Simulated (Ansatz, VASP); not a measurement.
## One calculation of CdS, two programs

INCAR

```
  PREC = Accurate
  ENCUT = 520
  EDIFF = 1E-7
  ISMEAR = -1
  SIGMA = 0.05
  LREAL = F
  LASPH = T
  NELM = 60
  ALGO = Normal
  ISIF = 2
  LWAVE = F
  LCHARG = F
  GGA = PS
  NBANDS = 26
```

File KPOINTS:

```
Automatic mesh
0
Gamma
  7 7 4
```

Contents of POSCAR:

```
CdS
1.0
    4.1221468118      0.0000000000      0.0000000000
   -2.0610734059      3.5698838571      0.0000000000
    0.0000000000      0.0000000000      6.6917838725
Cd S
2 2
Direct
    0.6666666667      0.3333333333      0.5000000000
    0.3333333333      0.6666666667      0.0000000000
    0.6666666667      0.3333333333      0.8750000000
    0.3333333333      0.6666666667      0.3750000000
```

Contents of input.yaml:

```yaml
crystal:
  lattice:
    - [4.1221468118, 0.0, 0.0]
    - [-2.0610734059, 3.5698838571, 0.0]
    - [0.0, 0.0, 6.6917838725]
  atoms:
    - { symbol: Cd, position: [0.6666666667, 0.3333333333, 0.5] }
    - { symbol: Cd, position: [0.3333333333, 0.6666666667, 0.0] }
    - { symbol: S, position: [0.6666666667, 0.3333333333, 0.875] }
    - { symbol: S, position: [0.3333333333, 0.6666666667, 0.375] }
kpoints:
  mp_grid: { grid: [7, 7, 4] }
scf:
  occupations: { method: fermi_dirac, width: 0.05 }
hamiltonian:
  xc: pbesol
  pseudopotentials: { kind: all_electron, lapw: { basis_error: 0.001 } }
output:
  forces: true
  stress: true
  eigenvalues: true
```

Change from the starting cell: volume scaled by 0.98.

Alike in both runs: task single point; functional PBEsol; k mesh 7 × 7 × 4; occupations fermi-dirac, width 0.05 eV; no spin polarisation.

|  | VASP | Ansatz |
| --- | --- | --- |
| version | VASP 6.6.1 | Ansatz 0.2.0 |
| potentials or method | VASP PAW PBE potentials, release 64 (Cd, S), cutoff 520 eV | all-electron LAPW, scalar-relativistic |

|  | VASP | Ansatz | Ansatz less VASP |
| --- | --- | --- | --- |
| gap on the k mesh at the Fermi level (eV) | 1.11 | 1.10 | -0.004 |
| least direct gap on the mesh (eV) | 1.11 | 1.10 | -0.004 |
| pressure (GPa) | 0.6 | 0.2 | -0.38 |
| traceless stress, the component that is largest in VASP (GPa) | 0.44 | 0.42 | -0.017 |
| rms of the force components (eV/Å) | 0.041 | 0.040 | -0.0007 |

VASP's potentials were made for PBE, not for PBEsol. Atom by atom the forces differ by 0.001 eV/Å (rms over components). Ansatz ran all-electron here, and VASP with PAW potentials.
